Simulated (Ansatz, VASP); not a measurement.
Two plane-wave programs on P

```
CELL_PARAMETERS angstrom
2.53030 0.00000 0.00000
0.00000 2.53030 0.00000
0.00000 0.00000 2.53030
ATOMIC_POSITIONS crystal
P 0.00000 0.00000 0.00000
```

Alike in both runs: task relaxation of cell and atoms; functional PBE; k mesh 17 × 17 × 17; occupations fermi-dirac, width 0.1 eV; no spin polarisation.

|  | VASP | Ansatz |
| --- | --- | --- |
| version | VASP 6.6.1 | Ansatz 0.2.0 |
| potentials or method | VASP PAW PBE potentials, release 64 (P) | PAW with Ansatz's default frozen-core files, scalar-relativistic |
| plane-wave cutoff (eV) | 600 | 420 |
| valence electrons in the cell | 5 | 5 |

VASP gave:

| Quantity | Value |
| --- | --- |
| relaxed volume (Å³/atom) | 14.56 |
| relaxed cell length with the largest relative difference (Å) | 2.442 |

Task: Which values does Ansatz return?

Result: Relaxed volume (Å³/atom): 14.59; relaxed cell length with the largest relative difference (Å): 2.443.
